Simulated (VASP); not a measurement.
Input of a VASP 6.6.1 run:

INCAR

```
SYSTEM = WS2
ALGO = Normal
EDIFF = 1E-6
EDIFFG = -0.01
ENCUT = 600
IBRION = 2
ISIF = 3
ISMEAR = -1
LASPH = .True.
LCHARG = .False.
LREAL = .False.
LWAVE = .False.
NELM = 100
NSW = 60
PREC = Accurate
SIGMA = 0.05
```

KPOINTS

```
k-points
0
Gamma
  10 10 3
  0 0 0
```

File POSCAR:

```
WS2
1.0
    3.1800000000      0.0000000000      0.0000000000
   -1.5900000000      2.7539607840      0.0000000000
    0.0000000000      0.0000000000     12.5000000000
W S
2 4
Direct
    0.6666666667      0.3333333333      0.7500000000
    0.3333333333      0.6666666667      0.2500000000
    0.6666666667      0.3333333333      0.3750000000
    0.3333333333      0.6666666667      0.8750000000
    0.6666666667      0.3333333333      0.1250000000
    0.3333333333      0.6666666667      0.6250000000
```

Potentials or basis: VASP PAW LDA potentials, release 64 (W_sv, S).

Run with:

```sh
$ cat potpaw_LDA.64/W_sv/POTCAR potpaw_LDA.64/S/POTCAR > POTCAR
$ mpirun -np 1 vasp_std > vasp.out
```

(1) Estimate the relaxed volume.

(2) Estimate the space group after relaxing (to 0.1 Å).

(3) What does it give for the relaxed cell?

(4) What does it give for the band gap on the k mesh?

Answers

(1) 17.19 Å³/atom.

(2) P6_3/mmc (No. 194).

(3) a = 3.130 Å, b = 3.130 Å, c = 12.157 Å, α = 90.00°, β = 90.00°, γ = 120.00°.

(4) 0.91 eV (least direct gap 2.21 eV).

Caveat: spin-orbit coupling is left out, which moves the levels of the heavy elements.
